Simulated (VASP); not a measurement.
The system is CdF2.

```
CELL_PARAMETERS angstrom
0.00000 2.69418 2.69418
2.69418 0.00000 2.69418
2.69418 2.69418 0.00000
ATOMIC_POSITIONS crystal
Cd 0.00000 0.00000 0.00000
F 0.25000 0.25000 0.25000
F 0.75000 0.75000 0.75000
```

Base run:

```yaml
Program: VASP 6.6.1
Functional: PBE
Potentials_or_basis: VASP PAW PBE potentials, release 64 (Cd, F)
Cutoff: 520 eV
k_mesh: 8 × 8 × 8
Occupations: gaussian, width 0.01 eV
Spin: no spin polarisation
```

Its results: band gap on the k mesh 3.07 eV, indirect (least direct gap 3.57 eV); pressure 6.2 GPa.

Q: The run is repeated on the same cell with these changes: functional from PBE to r2SCAN; k mesh from 8 × 8 × 8 to 6 × 6 × 6. What comes out?

A: Band gap on the k mesh 3.77 eV, indirect (least direct gap 4.25 eV); pressure 1.0 GPa.

Several settings changed at once, so the effect can't be laid on one alone.

Caveats: the PAW data sets were made with another functional, which shifts forces and pressure a little (some runs).

A k mesh can miss the band edges.
